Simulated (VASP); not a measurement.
# NaCaI3 in VASP: a series of runs

The runs below take NaCaI3 through single point, with PBE, r2SCAN.

All numbers are computed with VASP 6.6.1; they aren't measurements. Logs are shortened: lines on timing, memory, paths and dates and some standing lists are left out, and cuts for length are marked.

## 1. The cell of the first run

The structure is cubic, space group Pm-3m (No. 221). Conventional cell: a = 6.157 Å, b = 6.157 Å, c = 6.157 Å, α = 90.00°, β = 90.00°, γ = 90.00°. Within 5.7 Å of Na (site symmetry m-3m) lie 12 I at 4.35 Å and 8 Ca at 5.33 Å. Ca (site symmetry m-3m) has 6 I at 3.08 Å within 4.1 Å. I (site symmetry 4/mmm) has 2 Ca at 3.08 Å within 4.1 Å.

## 2. Single point, PBE (strain +0.5%)

Input file INCAR:

```
SYSTEM = NaCaI3
ALGO     = Normal         ! electronic algorithm
EDIFF    = 1E-6           ! SCF threshold, eV
ENCUT    = 520            ! plane-wave cutoff, eV
GGA      = PE             ! functional
ISIF     = 2              ! what is computed and relaxed
ISMEAR   = -1             ! smearing method
LASPH    = .True.         ! aspherical terms in the spheres
LCHARG   = .True.         ! write CHGCAR
LELF     = .True.         ! ELF
LREAL    = .False.        ! projectors in reciprocal space
LVHAR    = .True.       
LWAVE    = .False.        ! write WAVECAR
NBANDS   = 27             ! bands
NELM     = 60             ! most SCF steps
PREC     = Accurate       ! precision mode
SIGMA    = 0.02           ! smearing width, eV
```

Input file KPOINTS:

```
k-points
0
Gamma
  4 4 4
  0 0 0
```

Input file POSCAR:

```
NaCaI3
1.0
    6.1565272141      0.0000000000      0.0000000000
    0.0000000000      6.1565272141      0.0000000000
    0.0000000000      0.0000000000      6.1565272141
Na Ca I
1 1 3
Direct
    0.0000000000      0.0000000000      0.0000000000
    0.5000000000      0.5000000000      0.5000000000
    0.5000000000      0.5000000000      0.0000000000
    0.5000000000      0.0000000000      0.5000000000
    0.0000000000      0.5000000000      0.5000000000
```

Potentials or basis: VASP PAW PBE potentials, release 64 (Na_pv, Ca_sv, I).

The run is started by

```
cat potpaw_PBE.64/Na_pv/POTCAR potpaw_PBE.64/Ca_sv/POTCAR potpaw_PBE.64/I/POTCAR > POTCAR
mpirun -np 1 vasp_std > vasp.out
```

OUTCAR:

```text
SYSTEM = NaCaI3
   EDIFF = 1E-6
   ENCUT = 520
   GGA = PE
   ISIF = 2
   ISMEAR = -1
   LASPH = .True.
   LREAL = .False.
   NELM = 60
   PREC = Accurate

 ion  position               nearest neighbor table
   1  0.000  0.000  0.000-
   2  0.500  0.500  0.500-   3 3.08   4 3.08   5 3.08   3 3.08   4 3.08   5 3.08
   3  0.500  0.500  0.000-   2 3.08   2 3.08
   4  0.500  0.000  0.500-   2 3.08   2 3.08
   5  0.000  0.500  0.500-   2 3.08   2 3.08

  LATTYP: Found a simple cubic cell.
 ALAT       =     6.1565272141

  Lattice vectors:

 A1 = (   6.1565272141,   0.0000000000,   0.0000000000)
 A2 = (   0.0000000000,   6.1565272141,   0.0000000000)
 A3 = (   0.0000000000,   0.0000000000,   6.1565272141)

Analysis of symmetry for initial positions (statically):
=====================================================================
 Subroutine PRICEL returns:
 Original cell was already a primitive cell.

 Routine SETGRP: Setting up the symmetry group for a
 simple cubic supercell.

 Subroutine GETGRP returns: Found 48 space group operations
 (whereof 48 operations were pure point group operations)
 out of a pool of 48 trial point group operations.

The static configuration has the point symmetry O_h .

Analysis of symmetry for dynamics (positions and initial velocities):
=====================================================================
 Subroutine PRICEL returns:
 Original cell was already a primitive cell.

 Routine SETGRP: Setting up the symmetry group for a
 simple cubic supercell.

 Subroutine GETGRP returns: Found 48 space group operations
 (whereof 48 operations were pure point group operations)
 out of a pool of 48 trial point group operations.

The dynamic configuration has the point symmetry O_h .

 Subroutine INISYM returns: Found 48 space group operations
 (whereof 48 operations are pure point group operations),
 and found     1 'primitive' translations

----------------------------------------------------------------------------------------

                                     Primitive cell

  volume of cell :     233.3498

  direct lattice vectors                    reciprocal lattice vectors
     6.156527214  0.000000000  0.000000000     0.162429234  0.000000000  0.000000000
     0.000000000  6.156527214  0.000000000     0.000000000  0.162429234  0.000000000
     0.000000000  0.000000000  6.156527214     0.000000000  0.000000000  0.162429234

  length of vectors
[... 72 lines left out ...]
   NELM   =     60;   NELMIN=  2; NELMDL= -5     # of ELM steps
   EDIFF  = 0.1E-05   stopping-criterion for ELM
   LREAL  =      F    real-space projection
   EDIFFG = 0.1E-04   stopping-criterion for IOM
   NSW    =      0    number of steps for IOM
   IBRION =     -1    ionic relax: 0-MD 1-quasi-New 2-CG
   NFREE  =      0    steps in history (QN), initial steepest desc. (CG)
   ISIF   =      2    stress and relaxation
   ISYM   =      2    0-nonsym 1-usesym 2-fastsym
   POTIM  = 0.5000    time-step for ionic-motion
   TEBEG  =    0.0;   TEEND  =   0.0 temperature during run
   PSTRESS=    0.0 pullay stress
   NELECT =      38.0000    total number of electrons
   NUPDOWN=      -1.0000    fix difference up-down
   EMIN   =  10.00;   EMAX   =-10.00  energy-range for DOS
   EFERMI =   0.00;   METHOD = LEGACY
   ISMEAR =    -1;   SIGMA  =   0.02  broadening in eV -4-tet -1-fermi 0-gaus
   EFERMI_NEDOS =   21; number of points for ismear=-14 and -15
   IALGO  =     38    algorithm
   IMIX   =      4    mixing-type and parameters
     AMIX     =   0.40;   BMIX     =  1.00
     AMIX_MAG =   1.60;   BMIX_MAG =  1.00
  volume/ion in A,a.u.               =      46.67       314.94
  Fermi-wavevector in a.u.,A,eV,Ry     =   0.893992  1.689400 10.874068  0.799221
  Thomas-Fermi vector in A             =   2.016140
   LORBIT       =      0    0 simple, 1 ext, 2 COOP (PROOUT), +10 PAW based schemes
   GGA     = PE    functional components
   LHFCALC =     F    Hartree Fock is set to
   AEXX    =    0.0000 exact exchange contribution
   IVDW    =     0    specifies the selected vdW correction
   LEPSILON=     F    determine dielectric tensor
   LRPA    =     F    only Hartree local field effects (RPA)
 non-spin polarized calculation
  energy-cutoff  :      520.00
  volume of cell :      233.35
 maximum number of plane-waves:      6355
 NGX is ok and might be reduce to    48
   NGX = 23   NGY = 23   NGZ = 23

 number of electron      38.0000012 magnetization

 Free energy of the ion-electron system (eV)
  ---------------------------------------------------
  ext. energy  EPLUGINS =         0.00000000
  ---------------------------------------------------
  free energy    TOTEN  =       -14.27689625 eV

  energy without entropy =      -14.27689625  energy(sigma->0) =      -14.27689625

 E-fermi :   0.9892     XC(G=0):  -6.8863

 val. band max:        0.3892887843   @ k =   0.5000   0.5000   0.5000
 cond. band min:       2.7933669067   @ k =   0.0000   0.0000   0.0000
 fundamental gap:      2.4040781224
 Fermi energy:         0.9892200698

 k-point     1 :       0.0000    0.0000    0.0000
  band No.  band energies     occupation
      1     -39.5687      2.00000
      2     -24.3460      2.00000
      3     -24.3460      2.00000
      4     -24.3460      2.00000
      5     -20.5922      2.00000
      6     -20.5922      2.00000
[... 289 lines left out ...]
     26       5.9990      0.00000
     27       7.4215      0.00000

------------------------ aborting loop because EDIFF is reached ----------------------------------------

  FORCE on cell =-STRESS in cart. coord.  units (eV):
  Direction    XX          YY          ZZ          XY          YZ          ZX
  --------------------------------------------------------------------------------------
  -------------------------------------------------------------------------------------
  Total       -0.0378811     -0.0378811     -0.0378811      0.0000000      0.0000000     -0.0000000
  in kB       -0.2600913     -0.2600913     -0.2600913      0.0000000      0.0000000     -0.0000000
  external PRESSURE =      -0.2600913 kB  Pullay stress =       0.0000000 kB

 VOLUME and BASIS-vectors are now :
 -----------------------------------------------------------------------------
  energy-cutoff  :      520.00
  volume of cell :      233.35
      direct lattice vectors                 reciprocal lattice vectors
     6.156527214  0.000000000  0.000000000     0.162429234  0.000000000  0.000000000
     0.000000000  6.156527214  0.000000000     0.000000000  0.162429234  0.000000000
     0.000000000  0.000000000  6.156527214     0.000000000  0.000000000  0.162429234

 POSITION                                       TOTAL-FORCE (eV/Angst)
 -----------------------------------------------------------------------------------
      0.00000      0.00000      0.00000         0.000000      0.000000      0.000000
      3.07826      3.07826      3.07826         0.000000      0.000000      0.000000
      3.07826      3.07826      0.00000         0.000000      0.000000      0.000000
      3.07826      0.00000      3.07826         0.000000      0.000000      0.000000
      0.00000      3.07826      3.07826         0.000000      0.000000      0.000000
 -----------------------------------------------------------------------------------
    total drift:                                0.000000     -0.000000     -0.000000

  FREE ENERGIE OF THE ION-ELECTRON SYSTEM (eV)
  ---------------------------------------------------
  free  energy   TOTEN  =       -14.2768962476 eV

  energy  without entropy=      -14.2768962476  energy(sigma->0) =      -14.27689625
```

OSZICAR:

```text
N       E                     dE             d eps       ncg     rms          rms(c)
DAV:   1     0.283212054565E+03    0.28321E+03   -0.16222E+04   596   0.118E+03
DAV:   2     0.119655302859E+02   -0.27125E+03   -0.26147E+03   634   0.275E+02
DAV:   3    -0.136222562186E+02   -0.25588E+02   -0.25453E+02   842   0.818E+01
DAV:   4    -0.147669485275E+02   -0.11447E+01   -0.11390E+01   872   0.156E+01
DAV:   5    -0.148098857781E+02   -0.42937E-01   -0.42918E-01   845   0.184E+00    0.445E+00
DAV:   6    -0.144674274776E+02    0.34246E+00   -0.31956E-01   628   0.236E+00    0.295E+00
DAV:   7    -0.142853379746E+02    0.18209E+00   -0.49626E-01   603   0.298E+00    0.861E-01
DAV:   8    -0.142764932998E+02    0.88447E-02   -0.27147E-02   620   0.943E-01    0.183E-01
DAV:   9    -0.142767105047E+02   -0.21720E-03   -0.36129E-03   633   0.351E-01    0.170E-01
DAV:  10    -0.142769021123E+02   -0.19161E-03   -0.75641E-04   678   0.141E-01    0.284E-02
DAV:  11    -0.142768869134E+02    0.15199E-04   -0.89441E-05   693   0.568E-02    0.182E-02
DAV:  12    -0.142768944755E+02   -0.75621E-05   -0.15243E-05   739   0.191E-02    0.666E-03
DAV:  13    -0.142768961221E+02   -0.16466E-05   -0.20985E-06   597   0.903E-03    0.108E-03
DAV:  14    -0.142768962476E+02   -0.12546E-06   -0.29878E-07   438   0.345E-03
   1 F= -.14276896E+02 E0= -.14276896E+02  d E =-.178813E-13
```

stdout:

```text
POSCAR found type information on POSCAR NaCaI
 POSCAR found :  3 types and       5 ions
 scaLAPACK will be used
 LDA part: xc-table for (Slater+PW92), standard interpolation
 POSCAR, INCAR and KPOINTS ok, starting setup
 FFT: planning ... GRIDC
 FFT: planning ... GRID_SOFT
 FFT: planning ... GRID
 WAVECAR not read
 entering main loop
```

Run time: 40 s. Hardware: 1 thread of AMD EPYC 9R45 (Zen 5), shared host; peak memory 0.32 GiB.

What came out:

- Free energy: -14.2769 eV
- Pressure: 0.0 GPa
- Band gap on the k mesh: 2.40 eV, indirect (least direct gap 2.74 eV)

Caveat: the cell differs from its parent crystal (strain +0.5%); spin-orbit coupling is left out, which moves the levels of the heavy elements. A k mesh can miss the band edges.

## 3. Single point, r2SCAN (strain -1.0%)

POSCAR: that of step 2 with these lines changed.

```diff
@@ -2,5 +2,5 @@
 1.0
-    6.1565272141      0.0000000000      0.0000000000
-    0.0000000000      6.1565272141      0.0000000000
-    0.0000000000      0.0000000000      6.1565272141
+    6.0646387483      0.0000000000      0.0000000000
+    0.0000000000      6.0646387483      0.0000000000
+    0.0000000000      0.0000000000      6.0646387483
 Na Ca I
```

Input file INCAR.step1:

```
SYSTEM = NaCaI3
PREC = Accurate
ENCUT = 520
ISMEAR = 0
SIGMA = 0.01
LREAL = .False.
LASPH = .True.
NELM = 80
NBANDS = 27
GGA = PE
ALGO = Normal
EDIFF = 1E-4
LWAVE = .True.
LCHARG = .False.
```

Input file INCAR.step2:

```
SYSTEM = NaCaI3
PREC = Accurate
ENCUT = 520
EDIFF = 1E-7
ISMEAR = 0
SIGMA = 0.01
LREAL = .False.
LASPH = .True.
NELM = 80
ALGO = Normal
ISIF = 2
LWAVE = .False.
LCHARG = .True.
METAGGA = R2SCAN
LMIXTAU = .True.
LELF = .True.
LVHAR = .True.
NBANDS = 27
ISTART = 1
```

Input file KPOINTS:

```
regular mesh
0
Gamma
  4 4 4
  0 0 0
```

Potentials or basis: VASP PAW PBE potentials, release 64 (Na_pv, Ca_sv, I).

The run is started by

```
cat potpaw_PBE.64/Na_pv/POTCAR potpaw_PBE.64/Ca_sv/POTCAR potpaw_PBE.64/I/POTCAR > POTCAR
cp INCAR.step1 INCAR
mpirun -np 1 vasp_std > vasp.out
cp INCAR.step2 INCAR
mpirun -np 1 vasp_std > vasp.out
```

Run time: 3.2 min. Hardware: 1 thread of AMD EPYC 9R45 (Zen 5), shared host; peak memory 0.37 GiB.

It converged, with:

```yaml
Free_energy: -91.7148 eV
Pressure: 0.6 GPa
Band_gap_on_the_k_mesh: 3.06 eV, indirect (least direct gap 3.41 eV)
```

Levels at points of the mesh, in eV from the valence-band top:
| k point | band 17 | band 18 | band 19 | band 20 | band 21 | band 22 |
| --- | --- | --- | --- | --- | --- | --- |
| (0.00, 0.00, 0.00) | -0.37 | -0.37 | -0.37 | 3.06 | 4.24 | 4.24 |
| (0.50, 0.00, 0.00) | -0.86 | -0.48 | -0.48 | 4.33 | 4.47 | 5.04 |
| (0.50, 0.50, 0.00) | -1.11 | -1.11 | -0.01 | 4.48 | 5.45 | 5.45 |
| (0.50, 0.50, 0.50) | 0.00 | 0.00 | 0.00 | 3.41 | 5.93 | 5.93 |

Caveat: the cell differs from its parent crystal (strain -1.0%); the PAW data sets were made with another functional, which shifts forces and pressure a little; spin-orbit coupling is left out, which moves the levels of the heavy elements.

## 4. Single point, r2SCAN

This run uses another cell than the first one, of 45.98 Å³/atom, 0.985 times its volume.

POSCAR: that of step 3 with these lines changed.

```diff
@@ -2,5 +2,5 @@
 1.0
-    6.0646387483      0.0000000000      0.0000000000
-    0.0000000000      6.0646387483      0.0000000000
-    0.0000000000      0.0000000000      6.0646387483
+    6.1258977255      0.0000000000      0.0000000000
+    0.0000000000      6.1258977255      0.0000000000
+    0.0000000000      0.0000000000      6.1258977255
 Na Ca I
```

Input file INCAR.step1:

```
SYSTEM = NaCaI3
PREC = Accurate
ENCUT = 520
ISMEAR = 0
SIGMA = 0.01
LREAL = .FALSE.
LASPH = .TRUE.
NELM = 80
NBANDS = 27
GGA = PE
ALGO = Normal
EDIFF = 1E-4
LWAVE = .TRUE.
LCHARG = .FALSE.
```

Input file INCAR.step2:

```
SYSTEM = NaCaI3
PREC = Accurate
ENCUT = 520
EDIFF = 1E-7
ISMEAR = 0
SIGMA = 0.01
LREAL = .FALSE.
LASPH = .TRUE.
NELM = 80
ALGO = Normal
ISIF = 2
LWAVE = .FALSE.
LCHARG = .FALSE.
METAGGA = R2SCAN
LMIXTAU = .TRUE.
NBANDS = 27
ISTART = 1
```

Input file KPOINTS:

```
Automatic mesh
0
G
  4 4 4
  0 0 0
```

The run is started by

```
cat potpaw_PBE.64/Na_pv/POTCAR potpaw_PBE.64/Ca_sv/POTCAR potpaw_PBE.64/I/POTCAR > POTCAR
cp INCAR.step1 INCAR
mpirun -np 1 vasp_std > vasp.out
cp INCAR.step2 INCAR
mpirun -np 1 vasp_std > vasp.out
```

It took 2.8 min on 1 thread of AMD EPYC 9R45 (Zen 5), shared host; peak memory 0.36 GiB.

The run converged. Its results:

| Item | Value |
| --- | --- |
| Free energy | -91.7286 eV |
| Pressure | 0.0 GPa |
| Band gap on the k mesh | 3.07 eV, indirect (least direct gap 3.44 eV) |

Levels at points of the mesh, in eV from the valence-band top:
| k point | band 17 | band 18 | band 19 | band 20 | band 21 | band 22 |
| --- | --- | --- | --- | --- | --- | --- |
| (0.00, 0.00, 0.00) | -0.36 | -0.36 | -0.36 | 3.07 | 4.27 | 4.27 |
| (0.50, 0.00, 0.00) | -0.81 | -0.46 | -0.46 | 4.35 | 4.42 | 5.05 |
| (0.50, 0.50, 0.00) | -1.05 | -1.05 | -0.01 | 4.46 | 5.40 | 5.40 |
| (0.50, 0.50, 0.50) | 0.00 | 0.00 | 0.00 | 3.45 | 5.87 | 5.87 |

Caveat: the PAW data sets were made with another functional, which shifts forces and pressure a little; spin-orbit coupling is left out, which moves the levels of the heavy elements. A k mesh can miss the band edges.

## 5. Single point, r2SCAN (strain +0.5%)

POSCAR: that of step 4 with these lines changed.

```diff
@@ -2,5 +2,5 @@
 1.0
-    6.1258977255      0.0000000000      0.0000000000
-    0.0000000000      6.1258977255      0.0000000000
-    0.0000000000      0.0000000000      6.1258977255
+    6.1565272141      0.0000000000      0.0000000000
+    0.0000000000      6.1565272141      0.0000000000
+    0.0000000000      0.0000000000      6.1565272141
 Na Ca I
```

Input file INCAR.step1:

```
SYSTEM = NaCaI3
  ALGO = Normal
  EDIFF = 1E-4
  ENCUT = 520
  GGA = PE
  ISMEAR = 0
  LASPH = .True.
  LCHARG = .False.
  LREAL = .False.
  LWAVE = .True.
  NBANDS = 27
  NELM = 100
  PREC = Accurate
  SIGMA = 0.01
```

Input file INCAR.step2:

```
SYSTEM = NaCaI3
  ALGO = Normal
  EDIFF = 1E-6
  ENCUT = 520
  ISIF = 2
  ISMEAR = 0
  ISTART = 1
  LASPH = .True.
  LCHARG = .False.
  LMIXTAU = .True.
  LREAL = .False.
  LWAVE = .False.
  METAGGA = R2SCAN
  NBANDS = 27
  NELM = 100
  PREC = Accurate
  SIGMA = 0.01
```

Input file KPOINTS:

```
k-points
0
Gamma
  4 4 4
  0 0 0
```

The run is started by

```
cat potpaw_PBE.64/Na_pv/POTCAR potpaw_PBE.64/Ca_sv/POTCAR potpaw_PBE.64/I/POTCAR > POTCAR
cp INCAR.step1 INCAR
mpirun -np 1 vasp_std > vasp.out
cp INCAR.step2 INCAR
mpirun -np 1 vasp_std > vasp.out
```

Run time: 2.6 min. Hardware: 1 thread of AMD EPYC 9R45 (Zen 5), shared host; peak memory 0.37 GiB.

The run converged. Its results:

- Free energy: -91.7272 eV
- Pressure: -0.2 GPa
- Band gap on the k mesh: 3.08 eV, indirect (least direct gap 3.44 eV)

Levels at points of the mesh, in eV from the valence-band top:
```csv
k point,band 16,band 17,band 18,band 19,band 20,band 21,band 22,band 23
"(0.00, 0.00, 0.00)",-0.64,-0.36,-0.36,-0.36,3.08,4.28,4.28,4.28
"(0.50, 0.00, 0.00)",-1.04,-0.78,-0.45,-0.45,4.36,4.40,5.05,5.29
"(0.50, 0.50, 0.00)",-1.04,-1.02,-1.02,-0.01,4.44,5.38,5.38,5.38
"(0.50, 0.50, 0.50)",-1.39,0.00,0.00,0.00,3.47,5.84,5.84,5.84
```

Caveat: the cell differs from its parent crystal (strain +0.5%); the PAW data sets were made with another functional, which shifts forces and pressure a little; spin-orbit coupling is left out, which moves the levels of the heavy elements. A k mesh can miss the band edges.

## 6. Single point, PBE (uniaxial x strain +1.0%)

Input file INCAR:

```
PREC = Accurate ; ENCUT = 520
EDIFF = 1E-6 ; ISMEAR = -1
SIGMA = 0.02 ; LREAL = False
LASPH = True ; NELM = 60
ALGO = Normal ; ISIF = 2
LWAVE = False ; LCHARG = False
GGA = PE ; NBANDS = 27
```

Input file KPOINTS:

```
regular mesh
0
Gamma
  4 4 4
```

POSCAR: that of step 5 with these lines changed.

```diff
@@ -2,5 +2,5 @@
 1.0
-    6.1565272141      0.0000000000      0.0000000000
-    0.0000000000      6.1565272141      0.0000000000
-    0.0000000000      0.0000000000      6.1565272141
+    6.1871567028      0.0000000000      0.0000000000
+    0.0000000000      6.1258977255      0.0000000000
+    0.0000000000      0.0000000000      6.1258977255
 Na Ca I
```

Potentials or basis: VASP PAW PBE potentials, release 64 (Na_pv, Ca_sv, I).

The run is started by

```
cat potpaw_PBE.64/Na_pv/POTCAR potpaw_PBE.64/Ca_sv/POTCAR potpaw_PBE.64/I/POTCAR > POTCAR
mpirun -np 1 vasp_std > vasp.out
```

Run time: 62 s. Hardware: 1 thread of AMD EPYC 9R45 (Zen 5), shared host; peak memory 0.35 GiB.

The run converged. Its results:

```yaml
Free_energy: -14.2755 eV
Pressure: 0.1 GPa
Band_gap_on_the_k_mesh: 2.39 eV, indirect (least direct gap 2.74 eV)
```

Stress tensor (GPa, compression positive):
```
-0.12  0.00  0.00
 0.00  0.14  0.00
 0.00  0.00  0.14
```

Levels at points of the mesh, in eV from the valence-band top:
| k point | band 16 | band 17 | band 18 | band 19 | band 20 | band 21 | band 22 | band 23 |
| --- | --- | --- | --- | --- | --- | --- | --- | --- |
| (0.00, 0.00, 0.00) | -0.64 | -0.36 | -0.36 | -0.35 | 2.39 | 3.75 | 3.76 | 3.76 |
| (0.50, 0.00, 0.00) | -1.04 | -0.78 | -0.44 | -0.44 | 3.60 | 3.82 | 4.49 | 4.69 |
| (0.00, 0.50, 0.00) | -1.06 | -0.79 | -0.46 | -0.45 | 3.64 | 3.83 | 4.46 | 4.67 |
| (0.50, 0.50, 0.00) | -1.05 | -1.03 | -1.01 | -0.03 | 3.64 | 4.79 | 4.79 | 4.82 |
| (0.00, 0.50, 0.50) | -1.04 | -1.04 | -1.04 | -0.01 | 3.61 | 4.75 | 4.84 | 4.84 |
| (0.50, 0.50, 0.50) | -1.37 | -0.02 | -0.02 | 0.00 | 2.76 | 5.26 | 5.26 | 5.27 |

Caveat: the cell differs from its parent crystal (uniaxial x strain +1.0%); spin-orbit coupling is left out, which moves the levels of the heavy elements.

## 7. Overview

```tsv
level	cell	smearing	gap on the mesh (eV)	pressure (GPa)
PBE	a = 6.157 Å, 5 atoms	fermi-dirac 0.02 eV	2.40	0.0
r2SCAN	a = 6.065 Å, 5 atoms	gaussian 0.01 eV	3.06	0.6
r2SCAN	a = 6.126 Å, 5 atoms	gaussian 0.01 eV	3.07	0.0
r2SCAN	a = 6.157 Å, 5 atoms	gaussian 0.01 eV	3.08	-0.2
PBE	a = 6.187, b = 6.126, c = 6.126 Å, 5 atoms	fermi-dirac 0.02 eV	2.39	0.1
```

Alike in all rows: task single point; potentials or basis VASP PAW PBE potentials, release 64 (Na_pv, Ca_sv, I); no spin polarisation; k mesh 4 × 4 × 4; cutoff (eV) 520.

Caveats: spin-orbit coupling is left out, which moves the levels of the heavy elements; the PAW data sets were made with another functional, which shifts forces and pressure a little (some runs).

Absolute energies hang on the potentials; compare differences alone.
